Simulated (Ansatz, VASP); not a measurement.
One calculation of Lu2Sc3N, two programs

```
Lu Sc N
1.0
     4.01015    0.00000    0.00000
    -2.00508    3.47289    0.00000
     0.00000    0.00000    9.55266
Lu Sc N
2 3 1
Direct
  0.66667 0.33333 0.25375
  0.66667 0.33333 0.74625
  0.00000 0.00000 0.50000
  0.33333 0.66667 0.00000
  0.33333 0.66667 0.50000
  0.00000 0.00000 0.00000
```

Change from the starting cell: species swapped into the Ce2NiGe3 type (P-6m2, No. 187).

Alike in both runs: functional PBE; k mesh 12 × 12 × 4; occupations gaussian, width 0.1 eV; no spin polarisation.

Ansatz relaxed the structure, and its values are those at the end. VASP's run is a single point on that final structure, the one shown.

|  | VASP | Ansatz |
| --- | --- | --- |
| version | VASP 6.6.1 | Ansatz 0.2.0 |
| potentials or method | VASP PAW PBE potentials, release 64 (Lu, Sc_sv, N), cutoff 520 eV | scalar-relativistic, plane waves, PAW |
| valence electrons in the cell | 88 | 88 |

|  | VASP | Ansatz | Ansatz less VASP |
| --- | --- | --- | --- |
| gap on the k mesh at the Fermi level (eV) | none | none | - |
| pressure (GPa) | 0.3 | 0.0 | -0.31 |
| rms of the force components (eV/Å) | 0.005 | 0.000 | -0.0048 |

A gap of «none» marks a metal or a gap that the smearing closes.

Neither program's run includes spin-orbit coupling.
